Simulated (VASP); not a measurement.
PbO2, 72 atoms in the cell. Symmetry: P4_2/mnm, No. 136, tetragonal system. The conventional cell has a = 4.997 Å, b = 4.997 Å, c = 3.410 Å, α = 90.00°, β = 90.00°, γ = 90.00°. Pb (site symmetry mmm) has 6 O at 2.17 to 2.18 Å within 2.9 Å. O (site symmetry m2m) has 3 Pb at 2.17 to 2.18 Å and 1 O at 2.72 Å within 2.9 Å. 

```yaml
Program: VASP 6.6.1
Task: single point
Functional: PBEsol
Potentials_or_basis: VASP PAW PBE potentials, release 64 (Pb_d, O)
Cutoff: 520 eV
k_mesh: 1 × 1 × 1, shifted
Occupations: fermi-dirac, width 0.05 eV
Spin: no spin polarisation
Dipole_correction: no
Further_INCAR_settings: LREAL = Auto; ALGO = Normal; EDIFF = 1e-06; NBANDS = 354; ISYM = 0
```

Potentials or basis: VASP PAW PBE potentials, release 64 (Pb_d, O).

Run with:

```console
$ cat potpaw_PBE.64/Pb_d/POTCAR potpaw_PBE.64/O/POTCAR > POTCAR
$ mpirun -np 1 vasp_std > vasp.out
```

Hardware: 1 × NVIDIA H100 80GB with 1 thread of AMD EPYC 7R13 Processor (Zen 3), with other jobs on the host.

Q: Estimate the wall time of this run.

A: Wall time 4.8 min on 1 × NVIDIA H100 80GB with 1 thread of AMD EPYC 7R13 Processor (Zen 3), on a shared host, peak memory 2.3 GiB. Counts: scf iterations 16, k points 4.
